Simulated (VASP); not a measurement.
# CuSn (P6_3/mmc) in VASP: further runs, part 2 of 2

VASP 6.6.1. The steps go on from the part before.

## 3. Relaxation of cell and atoms, LDA

This run uses another cell than the first one, of 19.36 Å³/atom.

INCAR

```
ALGO = Fast
EDIFF = 1E-6
EDIFFG = -0.005
ENCUT = 600
GGA = CA
IBRION = 2
ISIF = 3
ISMEAR = 0
LASPH = True
LCHARG = False
LREAL = False
LWAVE = False
NELM = 60
NSW = 70
PREC = Accurate
SIGMA = 0.1
```

KPOINTS

```
k-points
0
Gamma
  12 12 8
```

POSCAR

```
CuSn
1.0
    4.2006666612      0.0000000000      0.0000000000
   -2.1003333306      3.6378840414      0.0000000000
    0.0000000000      0.0000000000      5.0663274949
Cu Sn
2 2
Direct
    0.0000000000      0.0000000000      0.0000000000
    0.0000000000      0.0000000000      0.5000000000
    0.3333333333      0.6666666667      0.2500000000
    0.6666666667      0.3333333333      0.7500000000
```

Potentials or basis: VASP PAW LDA potentials, release 64 (Cu, Sn_d).

On the command line:

```bash
> cat potpaw_LDA.64/Cu/POTCAR potpaw_LDA.64/Sn_d/POTCAR > POTCAR
> mpirun -np 1 vasp_std > vasp.out
```

OUTCAR:

```text
EDIFF = 1E-6
   EDIFFG = -0.005
   ENCUT = 600
   GGA = CA
   IBRION = 2
   ISIF = 3
   ISMEAR = 0
   LASPH = True
   LREAL = False
   NELM = 60
   NSW = 70
   PREC = Accurate

 ion  position               nearest neighbor table
   1  0.000  0.000  0.000-   2 2.53   2 2.53   4 2.74   3 2.74   3 2.74   4 2.74   4 2.74   3 2.74

   2  0.000  0.000  0.500-   1 2.53   1 2.53   4 2.74   3 2.74   3 2.74   4 2.74   4 2.74   3 2.74

   3  0.333  0.667  0.250-   1 2.74   2 2.74   1 2.74   2 2.74   1 2.74   2 2.74   4 3.51   4 3.51
                             4 3.51   4 3.51   4 3.51   4 3.51
   4  0.667  0.333  0.750-   1 2.74   2 2.74   1 2.74   2 2.74   1 2.74   2 2.74   3 3.51   3 3.51
                             3 3.51   3 3.51   3 3.51   3 3.51

  LATTYP: Found a hexagonal cell.
 ALAT       =     4.2006666612
 C/A-ratio  =     1.2060770119

  Lattice vectors:

 A1 = (   4.2006666612,   0.0000000000,   0.0000000000)
 A2 = (  -2.1003333306,   3.6378840414,   0.0000000000)
 A3 = (   0.0000000000,   0.0000000000,   5.0663274949)

Analysis of symmetry for initial positions (statically):
=====================================================================
 Subroutine PRICEL returns:
 Original cell was already a primitive cell.

 Routine SETGRP: Setting up the symmetry group for a
 hexagonal supercell.

 Subroutine GETGRP returns: Found 24 space group operations
 (whereof 12 operations were pure point group operations)
 out of a pool of 24 trial point group operations.

The static configuration has the point symmetry D_3d.
 The point group associated with its full space group is D_6h.

Analysis of symmetry for dynamics (positions and initial velocities):
=====================================================================
 Subroutine PRICEL returns:
 Original cell was already a primitive cell.

 Routine SETGRP: Setting up the symmetry group for a
 hexagonal supercell.

 Subroutine GETGRP returns: Found 24 space group operations
 (whereof 12 operations were pure point group operations)
 out of a pool of 24 trial point group operations.

The dynamic configuration has the point symmetry D_3d.
 The point group associated with its full space group is D_6h.

 Subroutine INISYM returns: Found 24 space group operations
 (whereof 12 operations are pure point group operations),
 and found     1 'primitive' translations

----------------------------------------------------------------------------------------

                                     Primitive cell

  volume of cell :      77.4213

  direct lattice vectors                    reciprocal lattice vectors
     4.200666661  0.000000000  0.000000000     0.238057452  0.137442534  0.000000000
    -2.100333331  3.637884041  0.000000000     0.000000000  0.274885067  0.000000000
     0.000000000  0.000000000  5.066327495     0.000000000  0.000000000  0.197381634

  length of vectors
     4.200666661  4.200666661  5.066327495     0.274885067  0.274885067  0.197381634

  position of ions in fractional coordinates (direct lattice)
     0.000000000  0.000000000  0.000000000
     0.000000000  0.000000000  0.500000000
     0.333333333  0.666666667  0.250000000
     0.666666667  0.333333333  0.750000000

  ion indices of the primitive-cell ions
   primitive index   ion index
                 1           1
                 2           2
                 3           3
[... 34 lines left out ...]
  0.333333 -0.000000  0.000000      6.000000
  0.416667 -0.000000  0.000000      6.000000
[... 16 lines left out ...]
  0.250000 -0.000000  0.125000     12.000000
  0.333333 -0.000000  0.125000     12.000000
 [... further k-points ...]
   k-points           NKPTS =     95   k-points in BZ     NKDIM =     95   number of bands    NBANDS=     30
   number of dos      NEDOS =    301   number of ions     NIONS =      4
   total plane-waves  NPLWV =  51840
   dimension x,y,z NGX =    36 NGY =   36 NGZ =   40
   dimension x,y,z NGXF=    72 NGYF=   72 NGZF=   80
   ions per type =               2   2
   NGX,Y,Z   is equivalent  to a cutoff of  14.25, 14.25, 13.13 a.u.
   NGXF,Y,Z  is equivalent  to a cutoff of  28.49, 28.49, 26.25 a.u.
 SYSTEM =  unknown system
   PREC   = accura    normal or accurate (medium, high low for compatibility)
   ISTART =      0    job   : 0-new  1-cont  2-samecut
   ICHARG =      2    charge: 1-file 2-atom 10-const
   ISPIN  =      1    spin polarized calculation?
   LNONCOLLINEAR =      F non collinear calculations
   LSORBIT =      F    spin-orbit coupling
   LASPH  =      T    aspherical Exc in radial PAW
   ENCUT  =  600.0 eV  44.10 Ry    6.64 a.u.   8.39  8.39 10.12*2*pi/ulx,y,z
   NELM   =     60;   NELMIN=  2; NELMDL= -5     # of ELM steps
   EDIFF  = 0.1E-05   stopping-criterion for ELM
   LREAL  =      F    real-space projection
   EDIFFG = -.5E-02   stopping-criterion for IOM
   NSW    =     70    number of steps for IOM
   IBRION =      2    ionic relax: 0-MD 1-quasi-New 2-CG
   NFREE  =      1    steps in history (QN), initial steepest desc. (CG)
   ISIF   =      3    stress and relaxation
   ISYM   =      2    0-nonsym 1-usesym 2-fastsym
   POTIM  = 0.5000    time-step for ionic-motion
   TEBEG  =    0.0;   TEEND  =   0.0 temperature during run
   PSTRESS=    0.0 pullay stress
   NELECT =      50.0000    total number of electrons
   NUPDOWN=      -1.0000    fix difference up-down
   EMIN   =  10.00;   EMAX   =-10.00  energy-range for DOS
   EFERMI =   0.00;   METHOD = LEGACY
   ISMEAR =     0;   SIGMA  =   0.10  broadening in eV -4-tet -1-fermi 0-gaus
   EFERMI_NEDOS =   21; number of points for ismear=-14 and -15
   IALGO  =     68    algorithm
   IMIX   =      4    mixing-type and parameters
     AMIX     =   0.40;   BMIX     =  1.00
     AMIX_MAG =   1.60;   BMIX_MAG =  1.00
  volume/ion in A,a.u.               =      19.36       130.62
  Fermi-wavevector in a.u.,A,eV,Ry     =   1.415070  2.674095 27.244637  2.002424
  Thomas-Fermi vector in A             =   2.536547
   LORBIT       =      0    0 simple, 1 ext, 2 COOP (PROOUT), +10 PAW based schemes
   GGA     = CA    functional components
   LHFCALC =     F    Hartree Fock is set to
   AEXX    =    0.0000 exact exchange contribution
   IVDW    =     0    specifies the selected vdW correction
   LEPSILON=     F    determine dielectric tensor
   LRPA    =     F    only Hartree local field effects (RPA)
 conjugate gradient relaxation of ions
 non-spin polarized calculation
 RMM-DIIS sequential band-by-band and
 Gauss-broadening in eV      SIGMA  =   0.10
  energy-cutoff  :      600.00
  volume of cell :       77.42
 maximum number of plane-waves:      2612
 NGX is ok and might be reduce to    36
   NGX = 17   NGY = 17   NGZ = 21

--------------------------------------- Ionic step        1  -------------------------------------------

 number of electron      49.9999978 magnetization

 Free energy of the ion-electron system (eV)
  ---------------------------------------------------
  ext. energy  EPLUGINS =         0.00000000
  ---------------------------------------------------
  free energy    TOTEN  =       -18.47455093 eV

  energy without entropy =      -18.46659263  energy(sigma->0) =      -18.47057178

------------------------ aborting loop because EDIFF is reached ----------------------------------------

  FORCE on cell =-STRESS in cart. coord.  units (eV):
  Direction    XX          YY          ZZ          XY          YZ          ZX
  --------------------------------------------------------------------------------------
  -------------------------------------------------------------------------------------
  Total       -3.3494382     -3.3494382     -3.4353915      0.0000000      0.0000000     -0.0000000
  in kB      -69.3142003    -69.3142003    -71.0929419      0.0000000      0.0000000     -0.0000000
  external PRESSURE =     -69.9071142 kB  Pullay stress =       0.0000000 kB
[... 215 lines left out ...]
--------------------------------------- Ionic step        7  -------------------------------------------

 number of electron      50.0000027 magnetization

 Free energy of the ion-electron system (eV)
  ---------------------------------------------------
  ext. energy  EPLUGINS =         0.00000000
  ---------------------------------------------------
  free energy    TOTEN  =       -18.62602228 eV

  energy without entropy =      -18.61917438  energy(sigma->0) =      -18.62259833

 E-fermi :   8.8783     XC(G=0): -11.8064

 val. band max:        8.8694557257   @ k =   0.2500  -0.0000   0.2500
 cond. band min:       8.8868465054   @ k =   0.1667   0.1667   0.2500
 fundamental gap:      0.0173907797
 Fermi energy:         8.8783001646

 k-point     1 :       0.0000    0.0000    0.0000
  band No.  band energies     occupation
      1     -12.5712      2.00000
      2     -12.5712      2.00000
      3     -12.5346      2.00000
      4     -12.4919      2.00000
      5     -12.4919      2.00000
      6     -12.4850      2.00000
[... 781 lines left out ...]
     29      13.1811      0.00000
     30      13.9738      0.00000

 [... further k-points ...]
[... 5 lines left out ...]
  --------------------------------------------------------------------------------------
  -------------------------------------------------------------------------------------
  Total        0.0173988      0.0173988     -0.0047812      0.0000000      0.0000000     -0.0000000
  in kB        0.3927832      0.3927832     -0.1079372      0.0000000      0.0000000     -0.0000000
  external PRESSURE =       0.2258764 kB  Pullay stress =       0.0000000 kB
[... 19 lines left out ...]
  FREE ENERGIE OF THE ION-ELECTRON SYSTEM (eV)
  ---------------------------------------------------
  free  energy   TOTEN  =       -18.6260222796 eV

  energy  without entropy=      -18.6191743840  energy(sigma->0) =      -18.62259833

 reached required accuracy - stopping structural energy minimisation
```

Run time: 15 min. Hardware: 1 thread of AMD EPYC 9R45 (Zen 5), shared host; peak memory 0.34 GiB.

What came out:

* Free energy: -18.6260 eV
* Relaxed volume: 17.74 Å³/atom
* Relaxed cell: a = 4.077 Å, b = 4.077 Å, c = 4.930 Å, α = 90.00°, β = 90.00°, γ = 120.00°
* Space group after relaxing (to 0.1 Å): P6_3/mmc (No. 194)
* Energy gained by relaxing: 37.9 meV/atom
* Ionic steps: 7
* Pressure after relaxing: 0.0 GPa
* Band gap on the k mesh: zero (bands 25 and 26 overlap by 4.85 eV)

The path:
| step | energy change (eV) | largest force (eV/Å) | pressure (GPa) | volume (Å³) |
| --- | --- | --- | --- | --- |
| 1 | 0.0000 | 0.0000 | -6.99 | 77.42 |
| 2 | -0.1179 | 0.0000 | 4.11 | 68.34 |
| 3 | -0.1513 | 0.0000 | -0.12 | 71.02 |
| 4 | -0.1513 | 0.0000 | 0.13 | 70.90 |
| 5 | -0.1514 | 0.0000 | -0.21 | 71.04 |
| 6 | -0.1514 | 0.0000 | -0.12 | 71.01 |
| 7 | -0.1515 | 0.0000 | 0.02 | 70.97 |

Final structure:
```
Cu Sn
1.0
     4.07727    0.00000    0.00000
    -2.03864    3.53102    0.00000
     0.00000    0.00000    4.92953
Cu Sn
2 2
Direct
  0.00000 0.00000 0.00000
  0.00000 0.00000 0.50000
  0.33333 0.66667 0.25000
  0.66667 0.33333 0.75000
```

Caveat: spin-orbit coupling is left out, which moves the levels of the heavy elements. LDA usually gives volumes a few per cent too small.
